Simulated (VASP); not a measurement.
# Be3AgS4 (Pm-3m) in VASP: a series of runs

Be3AgS4 is run at these levels: PBE; tasks: single point.

Everything below comes from runs of VASP 6.6.1. Logs are shortened: lines on timing, memory, paths and dates and some standing lists are left out, and cuts for length are marked.

## Step 1: The cell of the first run

It takes space group Pm-3m (No. 221, cubic). The conventional cell has a = 4.847 Å, b = 4.847 Å, c = 4.847 Å, α = 90.00°, β = 90.00°, γ = 90.00°. Within 3.2 Å of Be (site symmetry 4/mmm) lie 2 Ag at 2.42 Å and 4 S at 2.42 Å. Ag (site symmetry m-3m) has 6 Be at 2.42 Å within 3.2 Å. Within 3.2 Å of S (site symmetry 4/mmm) lie 4 Be at 2.42 Å and 2 S at 2.42 Å. Within 3.2 Å of S (site symmetry m-3m) lie 6 S at 2.42 Å.

## Step 2: Single point, PBE

INCAR reads:

```
ALGO = Normal
EDIFF = 1E-6
ENCUT = 520
GGA = PE
ISIF = 2
ISMEAR = 0
LASPH = T
LCHARG = F
LREAL = F
LWAVE = F
NBANDS = 30
NELM = 100
PREC = Accurate
SIGMA = 0.1
```

KPOINTS reads:

```
k-points
0
Gamma
  4 4 4
```

POSCAR reads:

```
Be3AgS4
1.0
    4.8472294391      0.0000000000      0.0000000000
    0.0000000000      4.8472294391      0.0000000000
    0.0000000000      0.0000000000      4.8472294391
Be Ag S
3 1 4
Direct
    0.0000000000      0.5000000000      0.5000000000
    0.5000000000      0.0000000000      0.5000000000
    0.5000000000      0.5000000000      0.0000000000
    0.5000000000      0.5000000000      0.5000000000
    0.5000000000      0.0000000000      0.0000000000
    0.0000000000      0.5000000000      0.0000000000
    0.0000000000      0.0000000000      0.5000000000
    0.0000000000      0.0000000000      0.0000000000
```

Potentials or basis: VASP PAW PBE potentials, release 64 (Be, Ag, S).

Run with:

```sh
> cat potpaw_PBE.64/Be/POTCAR potpaw_PBE.64/Ag/POTCAR potpaw_PBE.64/S/POTCAR > POTCAR
> mpirun -np 1 vasp_std > vasp.out
```

OUTCAR:

```text
EDIFF = 1E-6
   ENCUT = 520
   GGA = PE
   ISIF = 2
   ISMEAR = 0
   LASPH = T
   LREAL = F
   NELM = 100
   PREC = Accurate

 ion  position               nearest neighbor table
   1  0.000  0.500  0.500-   4 2.42   6 2.42   7 2.42   6 2.42   7 2.42   4 2.42
   2  0.500  0.000  0.500-   4 2.42   5 2.42   7 2.42   5 2.42   4 2.42   7 2.42
   3  0.500  0.500  0.000-   4 2.42   5 2.42   6 2.42   4 2.42   5 2.42   6 2.42
   4  0.500  0.500  0.500-   1 2.42   2 2.42   3 2.42   3 2.42   2 2.42   1 2.42
   5  0.500  0.000  0.000-   2 2.42   3 2.42   8 2.42   2 2.42   3 2.42   8 2.42
   6  0.000  0.500  0.000-   1 2.42   3 2.42   8 2.42   1 2.42   8 2.42   3 2.42
   7  0.000  0.000  0.500-   1 2.42   2 2.42   8 2.42   8 2.42   1 2.42   2 2.42
   8  0.000  0.000  0.000-   5 2.42   6 2.42   7 2.42   7 2.42   6 2.42   5 2.42

  LATTYP: Found a simple cubic cell.
 ALAT       =     4.8472294391

  Lattice vectors:

 A1 = (   4.8472294391,   0.0000000000,   0.0000000000)
 A2 = (   0.0000000000,   4.8472294391,   0.0000000000)
 A3 = (   0.0000000000,   0.0000000000,   4.8472294391)

Analysis of symmetry for initial positions (statically):
=====================================================================
 Subroutine PRICEL returns:
 Original cell was already a primitive cell.

 Routine SETGRP: Setting up the symmetry group for a
 simple cubic supercell.

 Subroutine GETGRP returns: Found 48 space group operations
 (whereof 48 operations were pure point group operations)
 out of a pool of 48 trial point group operations.

The static configuration has the point symmetry O_h .

Analysis of symmetry for dynamics (positions and initial velocities):
=====================================================================
 Subroutine PRICEL returns:
 Original cell was already a primitive cell.

 Routine SETGRP: Setting up the symmetry group for a
 simple cubic supercell.

 Subroutine GETGRP returns: Found 48 space group operations
 (whereof 48 operations were pure point group operations)
 out of a pool of 48 trial point group operations.

The dynamic configuration has the point symmetry O_h .

 Subroutine INISYM returns: Found 48 space group operations
 (whereof 48 operations are pure point group operations),
 and found     1 'primitive' translations

----------------------------------------------------------------------------------------

[... 93 lines left out ...]
   IBRION =     -1    ionic relax: 0-MD 1-quasi-New 2-CG
   NFREE  =      0    steps in history (QN), initial steepest desc. (CG)
   ISIF   =      2    stress and relaxation
   ISYM   =      2    0-nonsym 1-usesym 2-fastsym
   POTIM  = 0.5000    time-step for ionic-motion
   TEBEG  =    0.0;   TEEND  =   0.0 temperature during run
   PSTRESS=    0.0 pullay stress
   NELECT =      41.0000    total number of electrons
   NUPDOWN=      -1.0000    fix difference up-down
   EMIN   =  10.00;   EMAX   =-10.00  energy-range for DOS
   EFERMI =   0.00;   METHOD = LEGACY
   ISMEAR =     0;   SIGMA  =   0.10  broadening in eV -4-tet -1-fermi 0-gaus
   EFERMI_NEDOS =   21; number of points for ismear=-14 and -15
   IALGO  =     38    algorithm
   IMIX   =      4    mixing-type and parameters
     AMIX     =   0.40;   BMIX     =  1.00
     AMIX_MAG =   1.60;   BMIX_MAG =  1.00
  volume/ion in A,a.u.               =      14.24        96.07
  Fermi-wavevector in a.u.,A,eV,Ry     =   1.164598  2.200770 18.453411  1.356287
  Thomas-Fermi vector in A             =   2.301134
   LORBIT       =      0    0 simple, 1 ext, 2 COOP (PROOUT), +10 PAW based schemes
   GGA     = PE    functional components
   LHFCALC =     F    Hartree Fock is set to
   AEXX    =    0.0000 exact exchange contribution
   IVDW    =     0    specifies the selected vdW correction
   LEPSILON=     F    determine dielectric tensor
   LRPA    =     F    only Hartree local field effects (RPA)
 non-spin polarized calculation
 Gauss-broadening in eV      SIGMA  =   0.10
  energy-cutoff  :      520.00
  volume of cell :      113.89
 maximum number of plane-waves:      3112
   NGX = 19   NGY = 19   NGZ = 19

 number of electron      40.9999979 magnetization

 Free energy of the ion-electron system (eV)
  ---------------------------------------------------
  ext. energy  EPLUGINS =         0.00000000
  ---------------------------------------------------
  free energy    TOTEN  =       -28.18152499 eV

  energy without entropy =      -28.15435626  energy(sigma->0) =      -28.16794062

 E-fermi :   7.9186     XC(G=0): -10.6909

 val. band max:        7.8725670243   @ k =   0.5000   0.0000   0.0000
 cond. band min:       7.9465966351   @ k =   0.5000   0.2500   0.0000
 fundamental gap:      0.0740296107
 Fermi energy:         7.9186075958

 k-point     1 :       0.0000    0.0000    0.0000
  band No.  band energies     occupation
      1      -9.9081      2.00000
      2      -5.9983      2.00000
      3      -5.9983      2.00000
      4      -3.7805      2.00000
      5      -1.0223      2.00000
      6      -1.0223      2.00000
[... 319 lines left out ...]
     29      11.2363      0.00000
     30      11.2363      0.00000

------------------------ aborting loop because EDIFF is reached ----------------------------------------

  FORCE on cell =-STRESS in cart. coord.  units (eV):
  Direction    XX          YY          ZZ          XY          YZ          ZX
  --------------------------------------------------------------------------------------
  -------------------------------------------------------------------------------------
  Total       -0.0979579     -0.0979579     -0.0979579      0.0000000      0.0000000     -0.0000000
  in kB       -1.3780642     -1.3780642     -1.3780642      0.0000000      0.0000000     -0.0000000
  external PRESSURE =      -1.3780642 kB  Pullay stress =       0.0000000 kB

 VOLUME and BASIS-vectors are now :
 -----------------------------------------------------------------------------
  energy-cutoff  :      520.00
  volume of cell :      113.89
      direct lattice vectors                 reciprocal lattice vectors
     4.847229439  0.000000000  0.000000000     0.206303418  0.000000000  0.000000000
     0.000000000  4.847229439  0.000000000     0.000000000  0.206303418  0.000000000
     0.000000000  0.000000000  4.847229439     0.000000000  0.000000000  0.206303418

 POSITION                                       TOTAL-FORCE (eV/Angst)
 -----------------------------------------------------------------------------------
      0.00000      2.42361      2.42361         0.000000      0.000000      0.000000
      2.42361      0.00000      2.42361         0.000000      0.000000      0.000000
      2.42361      2.42361      0.00000         0.000000      0.000000      0.000000
      2.42361      2.42361      2.42361         0.000000      0.000000      0.000000
      2.42361      0.00000      0.00000         0.000000      0.000000      0.000000
      0.00000      2.42361      0.00000         0.000000      0.000000      0.000000
      0.00000      0.00000      2.42361         0.000000      0.000000      0.000000
      0.00000      0.00000      0.00000         0.000000      0.000000      0.000000
 -----------------------------------------------------------------------------------
    total drift:                                0.000000      0.000000      0.000000

  FREE ENERGIE OF THE ION-ELECTRON SYSTEM (eV)
  ---------------------------------------------------
  free  energy   TOTEN  =       -28.1815249913 eV

  energy  without entropy=      -28.1543562553  energy(sigma->0) =      -28.16794062
```

stdout:

```text
POSCAR found type information on POSCAR BeAgS
 POSCAR found :  3 types and       8 ions
 scaLAPACK will be used
 LDA part: xc-table for (Slater+PW92), standard interpolation
 POSCAR, INCAR and KPOINTS ok, starting setup
 FFT: planning ... GRIDC
 FFT: planning ... GRID_SOFT
 FFT: planning ... GRID
 WAVECAR not read
 entering main loop
```

It took 31 s on 1 thread of Oxide Virtual Turin-like, shared host; peak memory 0.17 GiB.

What came out:

```yaml
Free_energy: -28.1815 eV
Pressure: -0.1 GPa
```

Levels at points of the mesh, in eV from the Fermi level:
```tsv
k point	band 17	band 18	band 19	band 20	band 21	band 22	band 23	band 24
(0.00, 0.00, 0.00)	-4.71	-4.71	-3.94	0.69	0.69	1.81	1.81	1.81
(0.50, 0.00, 0.00)	-3.91	-3.65	-3.44	-1.30	-0.05	0.60	0.60	3.00
(0.50, 0.50, 0.00)	-3.38	-3.38	-2.56	-2.48	-1.92	-0.75	1.77	1.77
(0.50, 0.50, 0.50)	-3.41	-3.41	-2.65	-2.65	-2.65	-1.74	2.34	2.34
```

## Step 3: Single point, PBE

This run uses another cell than the first one, of 18.12 Å³/atom, 1.273 times its volume.

INCAR reads:

```
SYSTEM = Be3AgS4
  PREC = Accurate
  ENCUT = 520
  EDIFF = 1E-7
  ISMEAR = 0
  SIGMA = 0.1
  LREAL = .False.
  LASPH = .True.
  NELM = 100
  ALGO = Normal
  ISIF = 2
  LWAVE = .False.
  LCHARG = .False.
  GGA = PE
  NBANDS = 30
```

KPOINTS reads:

```
regular mesh
0
Gamma
  4 4 4
  0 0 0
```

POSCAR: that of step 2 with these lines changed.

```diff
@@ -2,5 +2,5 @@
 1.0
-    4.8472294391      0.0000000000      0.0000000000
-    0.0000000000      4.8472294391      0.0000000000
-    0.0000000000      0.0000000000      4.8472294391
+    5.2529729100      0.0000000000      0.0000000000
+    0.0000000000      5.2529729100      0.0000000000
+    0.0000000000      0.0000000000      5.2529729100
 Be Ag S
```

Potentials or basis: VASP PAW PBE potentials, release 64 (Be, Ag, S).

Run with:

```sh
> cat potpaw_PBE.64/Be/POTCAR potpaw_PBE.64/Ag/POTCAR potpaw_PBE.64/S/POTCAR > POTCAR
> mpirun -np 1 vasp_std > vasp.out
```

It took 40 s on 1 thread of Oxide Virtual Turin-like, shared host; peak memory 0.22 GiB.

The run converged. Its results:

```yaml
Free_energy: -26.7830 eV
Pressure: -12.3 GPa
```

Levels at points of the mesh, in eV from the Fermi level:
| k point | band 16 | band 17 | band 18 | band 19 | band 20 | band 21 | band 22 | band 23 | band 24 | band 25 |
| --- | --- | --- | --- | --- | --- | --- | --- | --- | --- | --- |
| (0.00, 0.00, 0.00) | -3.73 | -3.70 | -3.70 | -3.70 | 0.23 | 0.23 | 1.59 | 1.59 | 1.59 | 2.07 |
| (0.50, 0.00, 0.00) | -3.27 | -3.27 | -2.98 | -2.76 | -1.51 | -0.37 | 0.83 | 0.83 | 2.04 | 2.04 |
| (0.50, 0.50, 0.00) | -2.82 | -2.76 | -2.76 | -2.33 | -2.17 | -1.63 | -0.08 | 1.15 | 1.15 | 2.07 |
| (0.50, 0.50, 0.50) | -2.86 | -2.74 | -2.74 | -2.20 | -2.20 | -2.20 | -2.04 | 2.43 | 2.43 | 2.43 |

## Step 4: Single point, PBE

This run uses another cell than the first one, of 14.30 Å³/atom, 1.005 times its volume.

INCAR reads:

```
SYSTEM = Be3AgS4
PREC     = Accurate       ! precision mode
ENCUT    = 520            ! plane-wave cutoff, eV
EDIFF    = 1E-6           ! SCF threshold, eV
ISMEAR   = 0              ! smearing method
SIGMA    = 0.1            ! smearing width, eV
LREAL    = .FALSE.        ! projectors in reciprocal space
LASPH    = .TRUE.         ! aspherical terms in the spheres
NELM     = 100            ! most SCF steps
ALGO     = Normal         ! electronic algorithm
ISIF     = 2              ! what is computed and relaxed
LWAVE    = .FALSE.        ! write WAVECAR
LCHARG   = .TRUE.         ! write CHGCAR
GGA      = PE             ! functional
LELF     = .TRUE.         ! ELF
LVHAR    = .TRUE.       
NBANDS   = 30             ! bands
```

KPOINTS reads:

```
regular mesh
0
G
  8 8 8
  0 0 0
```

POSCAR: that of step 3 with these lines changed.

```diff
@@ -2,5 +2,5 @@
 1.0
-    5.2529729100      0.0000000000      0.0000000000
-    0.0000000000      5.2529729100      0.0000000000
-    0.0000000000      0.0000000000      5.2529729100
+    4.8549054645      0.0000000000      0.0000000000
+    0.0000000000      4.8549054645      0.0000000000
+    0.0000000000      0.0000000000      4.8549054645
 Be Ag S
```

Potentials or basis: VASP PAW PBE potentials, release 64 (Be, Ag, S).

Run with:

```sh
> cat potpaw_PBE.64/Be/POTCAR potpaw_PBE.64/Ag/POTCAR potpaw_PBE.64/S/POTCAR > POTCAR
> mpirun -np 1 vasp_std > vasp.out
```

OUTCAR:

```text
SYSTEM = Be3AgS4
   PREC = Accurate
   ENCUT = 520
   EDIFF = 1E-6
   ISMEAR = 0
   LREAL = .FALSE.
   LASPH = .TRUE.
   NELM = 100
   ISIF = 2
   GGA = PE

 ion  position               nearest neighbor table
   1  0.000  0.500  0.500-   4 2.43   6 2.43   7 2.43   6 2.43   7 2.43   4 2.43
   2  0.500  0.000  0.500-   4 2.43   5 2.43   7 2.43   5 2.43   4 2.43   7 2.43
   3  0.500  0.500  0.000-   4 2.43   5 2.43   6 2.43   4 2.43   5 2.43   6 2.43
   4  0.500  0.500  0.500-   1 2.43   2 2.43   3 2.43   3 2.43   2 2.43   1 2.43
   5  0.500  0.000  0.000-   2 2.43   3 2.43   8 2.43   2 2.43   3 2.43   8 2.43
   6  0.000  0.500  0.000-   1 2.43   3 2.43   8 2.43   1 2.43   8 2.43   3 2.43
   7  0.000  0.000  0.500-   1 2.43   2 2.43   8 2.43   8 2.43   1 2.43   2 2.43
   8  0.000  0.000  0.000-   5 2.43   6 2.43   7 2.43   7 2.43   6 2.43   5 2.43

  LATTYP: Found a simple cubic cell.
 ALAT       =     4.8549054645

  Lattice vectors:

 A1 = (   4.8549054645,   0.0000000000,   0.0000000000)
 A2 = (   0.0000000000,   4.8549054645,   0.0000000000)
 A3 = (   0.0000000000,   0.0000000000,   4.8549054645)

Analysis of symmetry for initial positions (statically):
[... 189 lines left out ...]
 fundamental gap:      0.0322910981
 Fermi energy:         7.5848626894

 k-point     1 :       0.0000    0.0000    0.0000
  band No.  band energies     occupation
      1      -9.5132      2.00000
      2      -5.8763      2.00000
      3      -5.8763      2.00000
      4      -3.4036      2.00000
      5      -0.6898      2.00000
      6      -0.6898      2.00000
[... 781 lines left out ...]
     29      12.6001      0.00000
     30      13.2578      0.00000

 [... further k-points ...]
[... 5 lines left out ...]
  --------------------------------------------------------------------------------------
  -------------------------------------------------------------------------------------
  Total       -0.0757476     -0.0757476     -0.0757476     -0.0000000      0.0000000     -0.0000000
  in kB       -1.0605653     -1.0605653     -1.0605653     -0.0000000      0.0000000     -0.0000000
  external PRESSURE =      -1.0605653 kB  Pullay stress =       0.0000000 kB

 VOLUME and BASIS-vectors are now :
 -----------------------------------------------------------------------------
  energy-cutoff  :      520.00
  volume of cell :      114.43
      direct lattice vectors                 reciprocal lattice vectors
     4.854905464  0.000000000  0.000000000     0.205977234  0.000000000  0.000000000
     0.000000000  4.854905464  0.000000000     0.000000000  0.205977234  0.000000000
     0.000000000  0.000000000  4.854905464     0.000000000  0.000000000  0.205977234

 POSITION                                       TOTAL-FORCE (eV/Angst)
 -----------------------------------------------------------------------------------
      0.00000      2.42745      2.42745         0.000000      0.000000      0.000000
      2.42745      0.00000      2.42745         0.000000      0.000000      0.000000
      2.42745      2.42745      0.00000         0.000000      0.000000      0.000000
      2.42745      2.42745      2.42745         0.000000      0.000000      0.000000
      2.42745      0.00000      0.00000         0.000000      0.000000      0.000000
      0.00000      2.42745      0.00000         0.000000      0.000000      0.000000
      0.00000      0.00000      2.42745         0.000000      0.000000      0.000000
      0.00000      0.00000      0.00000         0.000000      0.000000      0.000000
 -----------------------------------------------------------------------------------
    total drift:                                0.000000      0.000000      0.000000

  FREE ENERGIE OF THE ION-ELECTRON SYSTEM (eV)
  ---------------------------------------------------
  free  energy   TOTEN  =       -28.3498091137 eV

  energy  without entropy=      -28.3365419440  energy(sigma->0) =      -28.34317553
```

OSZICAR:

```text
N       E                     dE             d eps       ncg     rms          rms(c)
DAV:   1     0.190089488457E+03    0.19009E+03   -0.18037E+04  2100   0.120E+03
DAV:   2    -0.129849140484E+02   -0.20307E+03   -0.19346E+03  2452   0.235E+02
DAV:   3    -0.287618724748E+02   -0.15777E+02   -0.15343E+02  2808   0.666E+01
DAV:   4    -0.291021202494E+02   -0.34025E+00   -0.33879E+00  2544   0.104E+01
DAV:   5    -0.291092946256E+02   -0.71744E-02   -0.71715E-02  2688   0.158E+00    0.224E+01
DAV:   6    -0.283641094103E+02    0.74519E+00   -0.48259E+00  2418   0.201E+01    0.130E+01
DAV:   7    -0.283517676273E+02    0.12342E-01   -0.73318E-01  2346   0.712E+00    0.603E+00
DAV:   8    -0.283516267936E+02    0.14083E-03   -0.40294E-02  2458   0.120E+00    0.745E-01
DAV:   9    -0.283495366394E+02    0.20902E-02   -0.11427E-02  2440   0.106E+00    0.190E-01
DAV:  10    -0.283497574236E+02   -0.22078E-03   -0.16935E-03  2426   0.223E-01    0.103E-01
DAV:  11    -0.283498030412E+02   -0.45618E-04   -0.99664E-05  2452   0.756E-02    0.250E-02
DAV:  12    -0.283498087660E+02   -0.57248E-05   -0.19928E-05  2580   0.260E-02    0.778E-03
DAV:  13    -0.283498091137E+02   -0.34768E-06   -0.74443E-07  1464   0.504E-03
   1 F= -.28349809E+02 E0= -.28343176E+02  d E =-.132672E-01
```

stdout:

```text
POSCAR found type information on POSCAR BeAgS
 POSCAR found :  3 types and       8 ions
 scaLAPACK will be used
 LDA part: xc-table for (Slater+PW92), standard interpolation
 POSCAR, INCAR and KPOINTS ok, starting setup
 FFT: planning ... GRIDC
 FFT: planning ... GRID_SOFT
 FFT: planning ... GRID
 WAVECAR not read
 entering main loop
```

Run time: 83 s. Hardware: 1 thread of Oxide Virtual Turin-like, shared host; peak memory 0.24 GiB.

Results:

* Free energy: -28.3498 eV
* Pressure: -0.1 GPa

## Step 5: Summary

| cell | k mesh | gap on the mesh (eV) | pressure (GPa) |
| --- | --- | --- | --- |
| a = 4.847 Å, 8 atoms | 4 × 4 × 4 | none | -0.1 |
| a = 5.253 Å, 8 atoms | 4 × 4 × 4 | none | -12.3 |
| a = 4.855 Å, 8 atoms | 8 × 8 × 8 | none | -0.1 |

Alike in all rows: task single point; level PBE; potentials or basis VASP PAW PBE potentials, release 64 (Be, Ag, S); no spin polarisation; cutoff (eV) 520; smearing gaussian 0.1 eV.

Absolute energies hang on the potentials; compare differences alone.
